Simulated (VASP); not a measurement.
# Al2H (P1) in VASP: single point with PBE

Aim: the single point of Al2H with PBE.

Everything below comes from runs of VASP 6.6.1. Logs are shortened: lines on timing, memory, paths and dates and some standing lists are left out, and cuts for length are marked.

## (1) The cell of the first run

The typed cell holds 12 atoms: a = 4.655 Å, b = 4.659 Å, c = 7.903 Å, α = 90.01°, β = 89.96°, γ = 116.82°.

## (2) Single point, PBE

INCAR

```
SYSTEM = Al2H
ALGO = Normal
EDIFF = 1E-6
ENCUT = 520
GGA = PE
ISIF = 2
ISMEAR = 0
LASPH = .True.
LCHARG = .False.
LREAL = .False.
LWAVE = .False.
NBANDS = 26
NELM = 100
PREC = Accurate
SIGMA = 0.2
```

KPOINTS

```
k-points
0
Gamma
  6 6 4
  0 0 0
```

POSCAR

```
Al2H
1.0
   -2.8028776210      2.8052780869      2.4377230442
    2.8055002454     -2.8059806837      2.4411743811
    5.5868023191      5.5898130273      0.0024549062
Al H
8 4
Direct
    0.3084423148      0.8540610547      0.4409219409
    0.8126000340      0.3583724136      0.9409410121
    1.0242740989      0.1416478163      0.2274527244
    0.5247042328      0.6422310198      0.7275482456
    0.3735028326      0.7975467300      0.0951524702
    0.8689303315      0.2928869716      0.5951922182
    0.6778997250      0.4863097854      0.2881586100
    0.1806507144      0.9889962456      0.7880191937
    0.0504866436      0.1275085532     -0.0158369857
    0.5405209568      0.6175375034      0.4841412456
    0.5730859552      0.6006982223     -0.0357725024
    0.0649021604      0.0922036840      0.4640818275
```

Potentials or basis: VASP PAW PBE potentials, release 64 (Al, H).

On the command line:

```bash
$ cat potpaw_PBE.64/Al/POTCAR potpaw_PBE.64/H/POTCAR > POTCAR
$ mpirun -np 1 vasp_std > vasp.out
```

OUTCAR:

```text
SYSTEM = Al2H
   EDIFF = 1E-6
   ENCUT = 520
   GGA = PE
   ISIF = 2
   ISMEAR = 0
   LASPH = .True.
   LREAL = .False.
   NELM = 100
   PREC = Accurate

 ion  position               nearest neighbor table
   1  0.308  0.854  0.441-  10 1.89  12 1.92   6 2.77   6 2.77   5 2.77   3 2.83   4 2.83   7 2.91
                             7 2.92   8 2.93   7 3.16
   2  0.813  0.358  0.941-   9 1.89  11 1.92   5 2.77   5 2.77   6 2.77   4 2.83   3 2.83   8 2.91
                             8 2.92   7 2.93   8 3.16
   3  0.024  0.142  0.227-  12 1.90   9 1.93   7 2.77   7 2.78   7 2.78   1 2.83   2 2.83   5 2.91
                             5 2.93   5 2.94   6 3.15
   4  0.525  0.642  0.728-  11 1.90  10 1.93   8 2.77   8 2.78   8 2.78   2 2.83   1 2.83   6 2.91
                             6 2.93   6 2.94   5 3.15
   5  0.374  0.798  0.095-  11 1.88   2 2.77   2 2.77   1 2.77   8 2.87   7 2.88   3 2.91   3 2.93
                             3 2.94   4 3.15   7 3.24   7 3.27
   6  0.869  0.293  0.595-  12 1.88   1 2.77   1 2.77   2 2.77   7 2.87   8 2.88   4 2.91   4 2.93
                             4 2.94   3 3.15   8 3.24   8 3.27
   7  0.678  0.486  0.288-  10 1.88   3 2.77   3 2.78   3 2.78   6 2.87   5 2.88   1 2.91   1 2.92
                             2 2.93   1 3.16   5 3.24   5 3.27
   8  0.181  0.989  0.788-   9 1.88   4 2.77   4 2.78   4 2.78   5 2.87   6 2.88   2 2.91   2 2.92
                             1 2.93   2 3.16   6 3.24   6 3.27
   9  0.050  0.128  0.984-   8 1.88   2 1.89   3 1.93
  10  0.541  0.618  0.484-   7 1.88   1 1.89   4 1.93
  11  0.573  0.601  0.964-   5 1.88   4 1.90   2 1.92
  12  0.065  0.092  0.464-   6 1.88   3 1.90   1 1.92

  LATTYP: Found a triclinic cell.
 ALAT       =     4.6549115720
 B/A-ratio  =     1.0008186032
 C/A-ratio  =     1.6977897534
 COS(alpha) =     0.0001395846
 COS(beta)  =     0.0007567996
 COS(gamma) =     0.4511735808

  Lattice vectors:

 A1 = (   2.8028776210,  -2.8052780869,  -2.4377230442)
 A2 = (   2.8055002454,  -2.8059806837,   2.4411743811)
 A3 = (  -5.5868023191,  -5.5898130273,  -0.0024549062)

Analysis of symmetry for initial positions (statically):
=====================================================================
 Subroutine PRICEL returns:
 Original cell was already a primitive cell.

 Routine SETGRP: Setting up the symmetry group for a
 triclinic supercell.

 Subroutine GETGRP returns: Found  1 space group operations
 (whereof  1 operations were pure point group operations)
 out of a pool of  2 trial point group operations.

The static configuration has the point symmetry C_1 .

Analysis of symmetry for dynamics (positions and initial velocities):
=====================================================================
 Subroutine PRICEL returns:
 Original cell was already a primitive cell.

 Routine SETGRP: Setting up the symmetry group for a
 triclinic supercell.

 Subroutine GETGRP returns: Found  1 space group operations
 (whereof  1 operations were pure point group operations)
 out of a pool of  2 trial point group operations.

The dynamic configuration has the point symmetry C_1 .

 Subroutine INISYM returns: Found  1 space group operations
 (whereof  1 operations are pure point group operations),
 and found     1 'primitive' translations

----------------------------------------------------------------------------------------

                                     Primitive cell

  volume of cell :     152.9504

  direct lattice vectors                    reciprocal lattice vectors
    -2.802877621  2.805278087  2.437723044    -0.089261592  0.089123474  0.205025158
     2.805500245 -2.805980684  2.441174381     0.089045395 -0.089087423  0.204903647
     5.586802319  5.589813027  0.002454906     0.089495524  0.089449554 -0.000035226

  length of vectors
     4.654911572  4.658722098  7.903061170     0.240719631  0.240522672  0.126533288

  position of ions in fractional coordinates (direct lattice)
     0.308442315  0.854061055  0.440921941
     0.812600034  0.358372414  0.940941012
     0.024274099  0.141647816  0.227452724
     0.524704233  0.642231020  0.727548246
     0.373502833  0.797546730  0.095152470
     0.868930332  0.292886972  0.595192218
     0.677899725  0.486309785  0.288158610
     0.180650714  0.988996246  0.788019194
     0.050486644  0.127508553  0.984163014
     0.540520957  0.617537503  0.484141246
     0.573085955  0.600698222  0.964227498
     0.064902160  0.092203684  0.464081828

  ion indices of the primitive-cell ions
   primitive index   ion index
                 1           1
                 2           2
                 3           3
                 4           4
                 5           5
                 6           6
                 7           7
                 8           8
                 9           9
                10          10
                11          11
                12          12

----------------------------------------------------------------------------------------

 KPOINTS: k-points

Automatic generation of k-mesh.
 Grid dimensions read from file:
 generate k-points for:    6    6    4

 Generating k-lattice:

  Cartesian coordinates                     Fractional coordinates (reciprocal lattice)
    -0.014876932  0.014853912  0.034170860     0.166666667  0.000000000 -0.000000000
     0.014840899 -0.014847904  0.034150608     0.000000000  0.166666667 -0.000000000
     0.022373881  0.022362389 -0.000008807     0.000000000  0.000000000  0.250000000

  Length of vectors
     0.040119939  0.040087112  0.031633322

  Shift w.r.t. Gamma in fractional coordinates (k-lattice)
     0.000000000  0.000000000  0.000000000

 Subroutine IBZKPT returns following result:
 ===========================================

 Found     76 irreducible k-points:

 Following reciprocal coordinates:
            Coordinates               Weight
  0.000000  0.000000  0.000000      1.000000
  0.166667  0.000000  0.000000      2.000000
  0.333333  0.000000  0.000000      2.000000
  0.500000  0.000000 -0.000000      1.000000
 -0.000000  0.166667 -0.000000      2.000000
  0.166667  0.166667 -0.000000      2.000000
[... 16 lines left out ...]
  0.333333  0.000000  0.250000      2.000000
  0.500000  0.000000  0.250000      2.000000
 [... further k-points ...]
   k-points           NKPTS =     76   k-points in BZ     NKDIM =     76   number of bands    NBANDS=     26
   number of dos      NEDOS =    301   number of ions     NIONS =     12
   total plane-waves  NPLWV =  77760
   dimension x,y,z NGX =    36 NGY =   36 NGZ =   60
   dimension x,y,z NGXF=    72 NGYF=   72 NGZF=  120
   ions per type =               8   4
   NGX,Y,Z   is equivalent  to a cutoff of  12.86, 12.85, 12.62 a.u.
   NGXF,Y,Z  is equivalent  to a cutoff of  25.71, 25.69, 25.24 a.u.
 SYSTEM =  Al2H
   PREC   = accura    normal or accurate (medium, high low for compatibility)
   ISTART =      0    job   : 0-new  1-cont  2-samecut
   ICHARG =      2    charge: 1-file 2-atom 10-const
   ISPIN  =      1    spin polarized calculation?
   LNONCOLLINEAR =      F non collinear calculations
   LSORBIT =      F    spin-orbit coupling
   LASPH  =      T    aspherical Exc in radial PAW
   ENCUT  =  520.0 eV  38.22 Ry    6.18 a.u.   8.66  8.66 14.69*2*pi/ulx,y,z
   NELM   =    100;   NELMIN=  2; NELMDL= -5     # of ELM steps
   EDIFF  = 0.1E-05   stopping-criterion for ELM
   LREAL  =      F    real-space projection
[... 7 lines left out ...]
   TEBEG  =    0.0;   TEEND  =   0.0 temperature during run
   PSTRESS=    0.0 pullay stress
   NELECT =      28.0000    total number of electrons
   NUPDOWN=      -1.0000    fix difference up-down
   EMIN   =  10.00;   EMAX   =-10.00  energy-range for DOS
   EFERMI =   0.00;   METHOD = LEGACY
   ISMEAR =     0;   SIGMA  =   0.20  broadening in eV -4-tet -1-fermi 0-gaus
   EFERMI_NEDOS =   21; number of points for ismear=-14 and -15
   IALGO  =     38    algorithm
   IMIX   =      4    mixing-type and parameters
     AMIX     =   0.40;   BMIX     =  1.00
     AMIX_MAG =   1.60;   BMIX_MAG =  1.00
  volume/ion in A,a.u.               =      12.75        86.01
  Fermi-wavevector in a.u.,A,eV,Ry     =   0.929560  1.756613 11.756539  0.864081
  Thomas-Fermi vector in A             =   2.055855
   LORBIT       =      0    0 simple, 1 ext, 2 COOP (PROOUT), +10 PAW based schemes
   GGA     = PE    functional components
   LHFCALC =     F    Hartree Fock is set to
   AEXX    =    0.0000 exact exchange contribution
   IVDW    =     0    specifies the selected vdW correction
   LEPSILON=     F    determine dielectric tensor
   LRPA    =     F    only Hartree local field effects (RPA)
 non-spin polarized calculation
 Gauss-broadening in eV      SIGMA  =   0.20
  energy-cutoff  :      520.00
  volume of cell :      152.95
 maximum number of plane-waves:      4170
 NGX is ok and might be reduce to    36
   NGX = 17   NGY = 17   NGZ = 29

 number of electron      27.9999999 magnetization

 Free energy of the ion-electron system (eV)
  ---------------------------------------------------
  ext. energy  EPLUGINS =         0.00000000
  ---------------------------------------------------
  free energy    TOTEN  =       -41.01900148 eV

  energy without entropy =      -40.96098874  energy(sigma->0) =      -40.98999511

 E-fermi :   6.7698     XC(G=0):  -9.9691

 val. band max:        6.7400432969   @ k =   0.0000   0.0000   0.0000
 cond. band min:       6.8185110904   @ k =   0.1667  -0.1667   0.2500
 fundamental gap:      0.0784677935
 Fermi energy:         6.7697962849

 k-point     1 :       0.0000    0.0000    0.0000
  band No.  band energies     occupation
      1      -4.4267      2.00000
      2      -2.5845      2.00000
      3      -1.5830      2.00000
      4       1.5132      2.00000
      5       2.1312      2.00000
      6       3.2798      2.00000
[... 18 lines left out ...]
     25      12.3475      0.00000
     26      12.4271      0.00000
[... 644 lines left out ...]
      4      -1.1878      2.00000
      5       1.0795      2.00000
      6       1.3412      2.00000
[... 18 lines left out ...]
     25      12.0150      0.00000
     26      12.5401      0.00000

 [... further k-points ...]

------------------------ aborting loop because EDIFF is reached ----------------------------------------

  FORCE on cell =-STRESS in cart. coord.  units (eV):
  Direction    XX          YY          ZZ          XY          YZ          ZX
  --------------------------------------------------------------------------------------
  -------------------------------------------------------------------------------------
  Total        0.0156052      0.0656929     -0.0088414      0.0417938      0.0112858     -0.0096723
  in kB        0.1634665      0.6881428     -0.0926149      0.4377961      0.1182207     -0.1013183
  external PRESSURE =       0.2529981 kB  Pullay stress =       0.0000000 kB

 VOLUME and BASIS-vectors are now :
 -----------------------------------------------------------------------------
  energy-cutoff  :      520.00
  volume of cell :      152.95
      direct lattice vectors                 reciprocal lattice vectors
    -2.802877621  2.805278087  2.437723044    -0.089261592  0.089123474  0.205025158
     2.805500245 -2.805980684  2.441174381     0.089045395 -0.089087423  0.204903647
     5.586802319  5.589813027  0.002454906     0.089495524  0.089449554 -0.000035226

 POSITION                                       TOTAL-FORCE (eV/Angst)
 -----------------------------------------------------------------------------------
      3.99489      0.93346      2.83789         0.000928      0.000504     -0.002003
      3.98465      6.53367      2.85805         0.001188      0.001280      0.001001
      1.60009      0.94205      0.40552        -0.004423     -0.001346      0.000709
      4.39577      3.73671      2.84867        -0.006555     -0.000166      0.002603
      1.72223     -0.65824      2.85768         0.006959      0.005646     -0.001581
      1.71141      4.94277      2.83466         0.004842      0.005014      0.002040
      1.07416      2.14787      2.84041        -0.007422     -0.004070      0.000677
      6.67079      2.13655      2.85662        -0.002968     -0.003077     -0.002718
      5.71454      5.28513      0.43676        -0.000250     -0.000495     -0.008526
      2.92229      2.48977      2.82635         0.002214      0.001334     -0.000095
      5.46592      5.31197      2.86580         0.000128     -0.001926      0.002457
      2.66950      2.51748      0.38444         0.005358     -0.002699      0.005437
 -----------------------------------------------------------------------------------
    total drift:                                0.000007      0.000036     -0.000010

  FREE ENERGIE OF THE ION-ELECTRON SYSTEM (eV)
  ---------------------------------------------------
  free  energy   TOTEN  =       -41.0190014756 eV

  energy  without entropy=      -40.9609887354  energy(sigma->0) =      -40.98999511
```

Run time: 3.7 min. Hardware: 1 thread of Intel Xeon 6975P-C, shared host; peak memory 0.4 GiB.

What came out:

```
Free energy            : -41.0190 eV
Pressure               : 0.0 GPa
Largest force          : 0.009 eV/Å
Band gap on the k mesh : zero (band 14 reaches 7.56 eV, above the bottom of band 15 at 5.97 eV)
```

Forces on the atoms (eV/Å):
```
Al   0.001  0.001 -0.002
Al   0.001  0.001  0.001
Al  -0.004 -0.001  0.001
Al  -0.007  0.000  0.003
Al   0.007  0.006 -0.002
Al   0.005  0.005  0.002
Al  -0.007 -0.004  0.001
Al  -0.003 -0.003 -0.003
H    0.000  0.000 -0.009
H    0.002  0.001  0.000
H    0.000 -0.002  0.002
H    0.005 -0.003  0.005
```
